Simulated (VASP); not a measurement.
A run of VASP 6.6.1 is set up as follows.

File POSCAR:

```
LiCl
1.0
    0.0000000000      2.4495679178      2.4495679178
    2.4495679178      0.0000000000      2.4495679178
    2.4495679178      2.4495679178      0.0000000000
Li Cl
1 1
Direct
    0.0000000000      0.0000000000      0.0000000000
    0.5000000000      0.5000000000      0.5000000000
```

Contents of INCAR.step1:

```
SYSTEM = LiCl
ALGO = Normal ; EDIFF = 1E-4
ENCUT = 520 ; GGA = PE
ISMEAR = 0 ; LASPH = .True.
LCHARG = .False. ; LREAL = .False.
LWAVE = .True. ; NBANDS = 12
NELM = 80 ; PREC = Accurate
SIGMA = 0.02
```

INCAR.step2

```
SYSTEM = LiCl
ALGO = Normal ; EDIFF = 1E-6
ENCUT = 520 ; ISIF = 2
ISMEAR = 0 ; ISTART = 1
LASPH = .True. ; LCHARG = .False.
LMIXTAU = .True. ; LREAL = .False.
LWAVE = .False. ; METAGGA = R2SCAN
NBANDS = 12 ; NELM = 80
PREC = Accurate ; SIGMA = 0.02
```

Contents of KPOINTS:

```
k-points
0
Gamma
  8 8 8
  0 0 0
```

Potentials or basis: VASP PAW PBE potentials, release 64 (Li_sv, Cl).

The run is started by

```bash
$ cat potpaw_PBE.64/Li_sv/POTCAR potpaw_PBE.64/Cl/POTCAR > POTCAR
$ cp INCAR.step1 INCAR
$ mpirun -np 1 vasp_std > vasp.out
$ cp INCAR.step2 INCAR
$ mpirun -np 1 vasp_std > vasp.out
```

(1) Predict the band gap on the k mesh.

Answers

(1) 7.69 eV, indirect (least direct gap 8.04 eV).
